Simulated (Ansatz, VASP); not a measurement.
## MgO: VASP beside Ansatz

File POSCAR:

```
MgO
1.0
    0.0000000000      2.1636000000      2.1636000000
    2.1636000000      0.0000000000      2.1636000000
    2.1636000000      2.1636000000      0.0000000000
Mg O
1 1
Direct
    0.0000000000      0.0000000000      0.0000000000
    0.5000000000      0.5000000000      0.5000000000
```

INCAR.step1

```
SYSTEM = MgO
PREC = Accurate
ENCUT = 750
ISMEAR = 0
SIGMA = 0.02
LREAL = .FALSE.
LASPH = .TRUE.
NELM = 120
NBANDS = 15
GGA = PE
ALGO = Normal
EDIFF = 1E-5
LWAVE = .TRUE.
LCHARG = .FALSE.
GGA_COMPAT = .FALSE.
```

Contents of INCAR.step2:

```
SYSTEM = MgO
PREC = Accurate
ENCUT = 750
EDIFF = 1E-6
ISMEAR = 0
SIGMA = 0.02
LREAL = .FALSE.
LASPH = .TRUE.
NELM = 120
ALGO = Normal
ISIF = 2
LWAVE = .FALSE.
LCHARG = .FALSE.
METAGGA = R2SCAN
LMIXTAU = .TRUE.
NBANDS = 15
ISTART = 1
GGA_COMPAT = .FALSE.
```

File KPOINTS:

```
Automatic mesh
0
G
  8 8 8
  0 0 0
```

Input for Ansatz:

```yaml
crystal:
  lattice:
    - [0.0, 2.1636, 2.1636]
    - [2.1636, 0.0, 2.1636]
    - [2.1636, 2.1636, 0.0]
  atoms:
    - { symbol: Mg, position: [0.0, 0.0, 0.0] }
    - { symbol: O, position: [0.5, 0.5, 0.5] }
hamiltonian:
  xc: r2scan
  pseudopotentials: { kind: paw }
basis:
  ecutwfc: 500
kpoints:
  mp_grid: { grid: [8, 8, 8] }
scf:
  occupations: { method: gaussian, width: 0.02 }
  lower_state_search: "off"
output:
  forces: true
  stress: true
  write_density: true
  write_potential: true
  elf: true
  volumetric_format: npy
```

Alike in both runs: task single point; functional r2SCAN; k mesh 8 × 8 × 8; occupations gaussian, width 0.02 eV; no spin polarisation.

```csv
,VASP,Ansatz
version,VASP 6.6.1,Ansatz 0.2.0
potentials or method,"VASP PAW PBE potentials, release 64 (Mg_sv, O), cutoff 750 eV","PAW, plane waves, scalar-relativistic"
valence electrons in the cell,16,16
```

|  | VASP | Ansatz | Ansatz less VASP |
| --- | --- | --- | --- |
| gap on the k mesh at the Fermi level (eV) | 4.88 | 4.85 | -0.027 |
| pressure (GPa) | -12.4 | -12.1 | +0.31 |

VASP's potentials were made for PBE, not for r2SCAN. The functional is the same, so the differences come from potentials, cutoffs and numerics.
